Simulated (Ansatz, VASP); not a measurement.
This is a calculation of Pt for VASP 6.6.1.

POSCAR

```
Pt
1.0
   -1.6050673907      1.6050673907      1.6050673907
    1.6050673907     -1.6050673907      1.6050673907
    1.6050673907      1.6050673907     -1.6050673907
Pt
1
Direct
    0.0000000000      0.0000000000      0.0000000000
```

Contents of INCAR.step1:

```
SYSTEM = Pt
PREC = Accurate
ENCUT = 520
EDIFF = 1E-5
ISMEAR = -1
SIGMA = 0.05
LREAL = .FALSE.
LASPH = .TRUE.
NELM = 60
ALGO = Normal
ISIF = 2
LWAVE = .TRUE.
LCHARG = .FALSE.
NBANDS = 11
GGA = PE
```

INCAR.step2

```
SYSTEM = Pt
PREC = Accurate
ENCUT = 520
EDIFF = 1E-6
ISMEAR = -1
SIGMA = 0.05
LREAL = .FALSE.
LASPH = .TRUE.
NELM = 60
ALGO = Normal
ISIF = 2
LWAVE = .FALSE.
LCHARG = .FALSE.
GGA = PE
LHFCALC = .TRUE.
AEXX = 0.25
PRECFOCK = Normal
NBANDS = 11
ISTART = 1
```

KPOINTS

```
Automatic mesh
0
G
  8 8 8
  0 0 0
```

Potentials or basis: VASP PAW PBE potentials, release 64 (Pt).

Run with:

```bash
$ cat potpaw_PBE.64/Pt/POTCAR > POTCAR
$ cp INCAR.step1 INCAR
$ mpirun -np 1 vasp_std > vasp.out
$ cp INCAR.step2 INCAR
$ mpirun -np 1 vasp_std > vasp.out
```

Translate it to Ansatz 0.2.0. Potentials there: Ansatz PAW.

As run (the cutoff follows the program's own potentials):

The input input:

```
crystal:
  lattice:
    - [-1.6050673907, 1.6050673907, 1.6050673907]
    - [1.6050673907, -1.6050673907, 1.6050673907]
    - [1.6050673907, 1.6050673907, -1.6050673907]
  atoms:
    - { symbol: Pt, position: [0.0, 0.0, 0.0] }
hamiltonian:
  xc: pbe0
  pseudopotentials: { kind: paw }
kpoints:
  mp_grid: { grid: [8, 8, 8] }
scf:
  occupations: { method: fermi_dirac, width: 0.05 }
output:
  forces: true
  stress: true
  eigenvalues: true
```

Both were run:

|  | VASP | Ansatz | Ansatz less VASP |
| --- | --- | --- | --- |
| gap on the k mesh at the Fermi level (eV) | none | none | - |
| pressure (GPa) | -15.1 | -15.3 | -0.12 |

A gap of «none» marks a metal or a gap that the smearing closes. With one functional, cell and mesh, what is left measures potentials, basis and numerics. VASP's potentials hold 10 valence electrons a cell and Ansatz's 18, so a difference there can come from the potentials and not from the codes.

Spin-orbit coupling is off throughout.
